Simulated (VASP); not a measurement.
# Sb (P6_3/mmc) in VASP: further runs

Sb is run at these levels: r2SCAN; tasks: single point.

All numbers are computed with VASP 6.6.1; they aren't measurements. Logs are shortened: lines on timing, memory, paths and dates and some standing lists are left out, and cuts for length are marked.

## Step 1: The cell of the first run

It takes space group P6_3/mmc (No. 194, hexagonal). Conventional cell: a = 3.504 Å, b = 3.504 Å, c = 4.904 Å, α = 90.00°, β = 90.00°, γ = 120.00°. Within 4.2 Å of Sb (site symmetry -6m2) lie 12 Sb at 3.18 to 3.50 Å.

This isn't the form of Sb at room conditions, which is rhombohedral.

## Step 2: Single point, r2SCAN (strain +0.040 along x and y, -0.080 along z)

File POSCAR:

```
Sb
1.0
    3.5037601867      0.0000000000      0.0000000000
   -1.7518800934      3.0343453304      0.0000000000
    0.0000000000      0.0000000000      4.9036000000
Sb
2
Direct
    0.3333333333      0.6666666667      0.2500000000
    0.6666666667      0.3333333333      0.7500000000
```

File INCAR.step1:

```
ALGO = Normal
EDIFF = 1E-4
ENCUT = 520
GGA = PE
ISMEAR = 0
LASPH = T
LCHARG = F
LREAL = F
LWAVE = T
NBANDS = 12
NELM = 100
PREC = Accurate
SIGMA = 0.15
```

File INCAR.step2:

```
ALGO = Normal
EDIFF = 1E-6
ENCUT = 520
ISIF = 2
ISMEAR = 0
ISTART = 1
LASPH = T
LCHARG = T
LELF = T
LMIXTAU = T
LREAL = F
LVHAR = T
LWAVE = F
METAGGA = R2SCAN
NBANDS = 12
NELM = 100
PREC = Accurate
SIGMA = 0.15
```

File KPOINTS:

```
k-points
0
Gamma
  18 18 10
```

Potentials or basis: VASP PAW PBE potentials, release 64 (Sb).

Started as:

```
> cat potpaw_PBE.64/Sb/POTCAR > POTCAR
> cp INCAR.step1 INCAR
> mpirun -np 1 vasp_std > vasp.out
> cp INCAR.step2 INCAR
> mpirun -np 1 vasp_std > vasp.out
```

OUTCAR:

```text
EDIFF = 1E-6
   ENCUT = 520
   ISIF = 2
   ISMEAR = 0
   ISTART = 1
   LASPH = T
   LREAL = F
   METAGGA = R2SCAN
   NELM = 100
   PREC = Accurate

 ion  position               nearest neighbor table
   1  0.333  0.667  0.250-   2 3.18   2 3.18   2 3.18   2 3.18   2 3.18   2 3.18
   2  0.667  0.333  0.750-   1 3.18   1 3.18   1 3.18   1 3.18   1 3.18   1 3.18

  LATTYP: Found a hexagonal cell.
 ALAT       =     3.5037601867
 C/A-ratio  =     1.3995250071

  Lattice vectors:

 A1 = (   3.5037601867,   0.0000000000,   0.0000000000)
 A2 = (  -1.7518800934,   3.0343453304,   0.0000000000)
 A3 = (   0.0000000000,   0.0000000000,   4.9036000000)

Analysis of symmetry for initial positions (statically):
=====================================================================
 Subroutine PRICEL returns:
 Original cell was already a primitive cell.

 Routine SETGRP: Setting up the symmetry group for a
 hexagonal supercell.

 Subroutine GETGRP returns: Found 24 space group operations
 (whereof 12 operations were pure point group operations)
 out of a pool of 24 trial point group operations.

The static configuration has the point symmetry D_3d.
 The point group associated with its full space group is D_6h.

Analysis of symmetry for dynamics (positions and initial velocities):
=====================================================================
 Subroutine PRICEL returns:
 Original cell was already a primitive cell.

 Routine SETGRP: Setting up the symmetry group for a
 hexagonal supercell.

 Subroutine GETGRP returns: Found 24 space group operations
 (whereof 12 operations were pure point group operations)
 out of a pool of 24 trial point group operations.

The dynamic configuration has the point symmetry D_3d.
 The point group associated with its full space group is D_6h.

 Subroutine INISYM returns: Found 24 space group operations
 (whereof 12 operations are pure point group operations),
 and found     1 'primitive' translations

----------------------------------------------------------------------------------------

                                     Primitive cell

  volume of cell :      52.1332

  direct lattice vectors                    reciprocal lattice vectors
     3.503760187  0.000000000  0.000000000     0.285407661  0.164780190  0.000000000
    -1.751880093  3.034345330  0.000000000     0.000000000  0.329560380  0.000000000
     0.000000000  0.000000000  4.903600000     0.000000000  0.000000000  0.203931805

  length of vectors
     3.503760187  3.503760187  4.903600000     0.329560380  0.329560380  0.203931805

  position of ions in fractional coordinates (direct lattice)
     0.333333333  0.666666667  0.250000000
     0.666666667  0.333333333  0.750000000

  ion indices of the primitive-cell ions
   primitive index   ion index
                 1           1
                 2           2

----------------------------------------------------------------------------------------

 KPOINTS: k-points

Automatic generation of k-mesh.
 Grid dimensions read from file:
 generate k-points for:   18   18   10

 Generating k-lattice:

  Cartesian coordinates                     Fractional coordinates (reciprocal lattice)
     0.015855981  0.009154455  0.000000000     0.055555556  0.000000000  0.000000000
     0.000000000  0.018308910  0.000000000     0.000000000  0.055555556  0.000000000
     0.000000000  0.000000000  0.020393181     0.000000000  0.000000000  0.100000000

  Length of vectors
     0.018308910  0.018308910  0.020393181

  Shift w.r.t. Gamma in fractional coordinates (k-lattice)
     0.000000000  0.000000000  0.000000000

 Subroutine IBZKPT returns following result:
 ===========================================

 Found    222 irreducible k-points:

 Following reciprocal coordinates:
            Coordinates               Weight
  0.000000  0.000000  0.000000      1.000000
  0.055556  0.000000  0.000000      6.000000
  0.111111  0.000000  0.000000      6.000000
  0.166667 -0.000000  0.000000      6.000000
  0.222222  0.000000  0.000000      6.000000
  0.277778  0.000000  0.000000      6.000000
[... 16 lines left out ...]
  0.333333  0.111111  0.000000     12.000000
  0.388889  0.111111  0.000000     12.000000
 [... further k-points ...]
   k-points           NKPTS =    222   k-points in BZ     NKDIM =    222   number of bands    NBANDS=     12
   number of dos      NEDOS =    301   number of ions     NIONS =      2
   total plane-waves  NPLWV =  28224
   dimension x,y,z NGX =    28 NGY =   28 NGZ =   36
   dimension x,y,z NGXF=    56 NGYF=   56 NGZF=   72
   ions per type =               2
   NGX,Y,Z   is equivalent  to a cutoff of  13.29, 13.29, 12.21 a.u.
   NGXF,Y,Z  is equivalent  to a cutoff of  26.57, 26.57, 24.41 a.u.
 SYSTEM =  unknown system
   PREC   = accura    normal or accurate (medium, high low for compatibility)
   ISTART =      1    job   : 0-new  1-cont  2-samecut
   ICHARG =      0    charge: 1-file 2-atom 10-const
   ISPIN  =      1    spin polarized calculation?
   LNONCOLLINEAR =      F non collinear calculations
   LSORBIT =      F    spin-orbit coupling
   LASPH  =      T    aspherical Exc in radial PAW
   ENCUT  =  520.0 eV  38.22 Ry    6.18 a.u.   6.51  6.51  9.12*2*pi/ulx,y,z
   NELM   =    100;   NELMIN=  2; NELMDL=  0     # of ELM steps
   EDIFF  = 0.1E-05   stopping-criterion for ELM
   LREAL  =      F    real-space projection
   EDIFFG = 0.1E-04   stopping-criterion for IOM
   NSW    =      0    number of steps for IOM
   IBRION =     -1    ionic relax: 0-MD 1-quasi-New 2-CG
   NFREE  =      0    steps in history (QN), initial steepest desc. (CG)
   ISIF   =      2    stress and relaxation
   ISYM   =      2    0-nonsym 1-usesym 2-fastsym
   POTIM  = 0.5000    time-step for ionic-motion
   TEBEG  =    0.0;   TEEND  =   0.0 temperature during run
   PSTRESS=    0.0 pullay stress
   NELECT =      10.0000    total number of electrons
   NUPDOWN=      -1.0000    fix difference up-down
   EMIN   =  10.00;   EMAX   =-10.00  energy-range for DOS
   EFERMI =   0.00;   METHOD = LEGACY
   ISMEAR =     0;   SIGMA  =   0.15  broadening in eV -4-tet -1-fermi 0-gaus
   EFERMI_NEDOS =   21; number of points for ismear=-14 and -15
   IALGO  =     38    algorithm
   IMIX   =      4    mixing-type and parameters
     AMIX     =   0.40;   BMIX     =  1.00
     AMIX_MAG =   1.60;   BMIX_MAG =  1.00
  volume/ion in A,a.u.               =      26.07       175.91
  Fermi-wavevector in a.u.,A,eV,Ry     =   0.944141  1.784167 12.128254  0.891402
  Thomas-Fermi vector in A             =   2.071916
   LORBIT       =      0    0 simple, 1 ext, 2 COOP (PROOUT), +10 PAW based schemes
   METAGGA = R2SCAN    functional components
   LHFCALC =     F    Hartree Fock is set to
   AEXX    =    0.0000 exact exchange contribution
   IVDW    =     0    specifies the selected vdW correction
   LEPSILON=     F    determine dielectric tensor
   LRPA    =     F    only Hartree local field effects (RPA)
 non-spin polarized calculation
 Gauss-broadening in eV      SIGMA  =   0.15
  energy-cutoff  :      520.00
  volume of cell :       52.13
 maximum number of plane-waves:      1447
 NGX is ok and might be reduce to    28
   NGX = 13   NGY = 13   NGZ = 19

 number of electron       9.9999999 magnetization

 Free energy of the ion-electron system (eV)
  ---------------------------------------------------
  ext. energy  EPLUGINS =         0.00000000
  ---------------------------------------------------
  free energy    TOTEN  =       -50.55356731 eV

  energy without entropy =      -50.53845196  energy(sigma->0) =      -50.54600964

 E-fermi :   8.7562     XC(G=0): -10.9452

 val. band max:        8.7473400401   @ k =   0.3889   0.1667   0.3000
 cond. band min:       8.7576557987   @ k =   0.2778   0.1111   0.5000
 fundamental gap:      0.0103157585
 Fermi energy:         8.7561893541

 k-point     1 :       0.0000    0.0000    0.0000
  band No.  band energies     occupation
      1      -5.0108      2.00000
      2       0.9582      2.00000
      3       2.9281      2.00000
      4      10.9408      0.00000
      5      10.9408      0.00000
      6      13.3984      0.00000
      7      13.3984      0.00000
      8      15.3527      0.00000
      9      16.4229      0.00000
     10      17.6634      0.00000
     11      18.8770      0.00000
     12      18.8770      0.00000

 k-point     2 :       0.0556    0.0000    0.0000
  band No.  band energies     occupation
      1      -4.9584      2.00000
      2       0.9947      2.00000
      3       2.9834      2.00000
      4      10.4082      0.00000
      5      10.7403      0.00000
      6      13.1971      0.00000
      7      13.5435      0.00000
      8      15.7309      0.00000
      9      16.1203      0.00000
     10      17.6003      0.00000
     11      18.7945      0.00000
     12      18.9699      0.00000

 k-point     3 :       0.1111    0.0000    0.0000
  band No.  band energies     occupation
      1      -4.8017      2.00000
      2       1.1005      2.00000
      3       3.1486      2.00000
      4       9.2594      0.00000
      5      10.2803      0.00000
      6      12.6152      0.00000
      7      13.8037      0.00000
      8      15.3524      0.00000
      9      16.2374      0.00000
     10      17.3184      0.00000
     11      18.7535      0.00000
     12      19.6831      0.00000
[... 286 lines left out ...]
 k-point    23 :       0.3333    0.1111    0.0000
  band No.  band energies     occupation
      1      -2.4184      2.00000
      2       1.0475      2.00000
      3       4.9573      2.00000
      4       5.5894      2.00000
      5       6.8295      2.00000
      6       8.6621      1.62502
      7       9.9334      0.00000
      8      12.2181      0.00000
      9      14.3628      0.00000
     10      15.4972      0.00000
     11      19.7719      0.00000
     12      20.1593      0.00000

 k-point    24 :       0.3889    0.1111    0.0000
  band No.  band energies     occupation
      1      -1.8110      2.00000
      2       0.4549      2.00000
      3       5.0246      2.00000
      4       6.1645      2.00000
      5       6.8515      2.00000
      6       7.8228      2.00000
      7       9.1366      0.00034
      8      12.0824      0.00000
      9      14.1873      0.00000
     10      15.3013      0.00000
     11      19.8765      0.00000
     12      20.0449      0.00000

 [... further k-points ...]

------------------------ aborting loop because EDIFF is reached ----------------------------------------

  FORCE on cell =-STRESS in cart. coord.  units (eV):
  Direction    XX          YY          ZZ          XY          YZ          ZX
  --------------------------------------------------------------------------------------
  -------------------------------------------------------------------------------------
  Total        1.1400574      1.1400574      0.8824530     -0.0000000      0.0000000      0.0000000
  in kB       35.0366765     35.0366765     27.1198791     -0.0000000      0.0000000      0.0000000
  external PRESSURE =      32.3977440 kB  Pullay stress =       0.0000000 kB

 VOLUME and BASIS-vectors are now :
 -----------------------------------------------------------------------------
  energy-cutoff  :      520.00
  volume of cell :       52.13
      direct lattice vectors                 reciprocal lattice vectors
     3.503760187  0.000000000  0.000000000     0.285407661  0.164780190  0.000000000
    -1.751880093  3.034345330  0.000000000     0.000000000  0.329560380  0.000000000
     0.000000000  0.000000000  4.903600000     0.000000000  0.000000000  0.203931805

 POSITION                                       TOTAL-FORCE (eV/Angst)
 -----------------------------------------------------------------------------------
     -0.00000      2.02290      1.22590        -0.000000      0.000000      0.000000
      1.75188      1.01145      3.67770         0.000000     -0.000000      0.000000
 -----------------------------------------------------------------------------------
    total drift:                                0.000000     -0.000000      0.000000

  FREE ENERGIE OF THE ION-ELECTRON SYSTEM (eV)
  ---------------------------------------------------
  free  energy   TOTEN  =       -50.5535673066 eV

  energy  without entropy=      -50.5384519644  energy(sigma->0) =      -50.54600964
```

Run time: 2.7 min. Hardware: 1 thread of AMD EPYC 9R45 (Zen 5), shared host; peak memory 0.23 GiB.

What came out:

```
Free energy            : -50.5536 eV
Pressure               : 3.2 GPa
Band gap on the k mesh : zero (bands 5 and 6 overlap by 6.74 eV)
```

Levels at points of the mesh, in eV from the Fermi level:
| k point | band 2 | band 3 | band 4 | band 5 | band 6 | band 7 | band 8 | band 9 |
| --- | --- | --- | --- | --- | --- | --- | --- | --- |
| (0.00, 0.00, 0.00) | -7.80 | -5.83 | 2.18 | 2.18 | 4.64 | 4.64 | 6.60 | 7.67 |
| (0.50, 0.00, 0.00) | -8.70 | -3.47 | -2.48 | -1.80 | -0.83 | 0.05 | 4.00 | 4.37 |
| (0.00, 0.00, 0.50) | -12.06 | 1.42 | 1.42 | 3.45 | 3.45 | 3.45 | 3.45 | 8.11 |
| (0.50, 0.00, 0.50) | -9.06 | -5.72 | -5.72 | 0.98 | 0.98 | 2.90 | 2.90 | 6.80 |

Caveat: the cell differs from its parent crystal (strain +0.040 along x and y, -0.080 along z); the cell stands under pressure; the PAW data sets were made with another functional, which shifts forces and pressure a little; spin-orbit coupling is left out, which moves the levels of the heavy elements.

[end of part 1 of 2]
